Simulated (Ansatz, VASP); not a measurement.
## Ti in VASP and in Ansatz

```
Ti
1.0
     0.00000    1.89551    2.00053
     1.89551    0.00000    2.00053
     1.89551    1.89551    0.00000
Ti
1
Direct
  0.00000 0.00000 0.00000
```

Change from the starting cell: normal strain along x -0.0525, normal strain along y -0.0525.

Alike in both runs: task single point; functional LDA; k mesh 20 × 20 × 20; occupations gaussian, width 0.15 eV; no spin polarisation.

|  | VASP | Ansatz |
| --- | --- | --- |
| version | VASP 6.6.1 | Ansatz 0.2.0 |
| potentials or method | VASP PAW LDA potentials, release 64 (Ti_sv), cutoff 520 eV | scalar-relativistic, plane waves, PAW |
| valence electrons in the cell | 12 | 12 |

Ansatz gave:

| Property | Result |
| --- | --- |
| gap on the k mesh at the Fermi level (eV) | none |
| pressure (GPa) | 15.8 |
| traceless stress, the component that is largest in VASP (GPa) | -0.91 |

**Question.** What did VASP give for the same quantities?

**Answer.** gap on the k mesh at the Fermi level (eV): none; pressure (GPa): 15.4; traceless stress, the component that is largest in VASP (GPa): -0.94.

Ansatz warns that its potentials were made for another functional, while VASP's fit it. LDA's correlation is that of Perdew and Zunger in VASP and of Perdew and Wang (1992) in Ansatz. A gap of «none» marks a metal or a gap that the smearing closes.
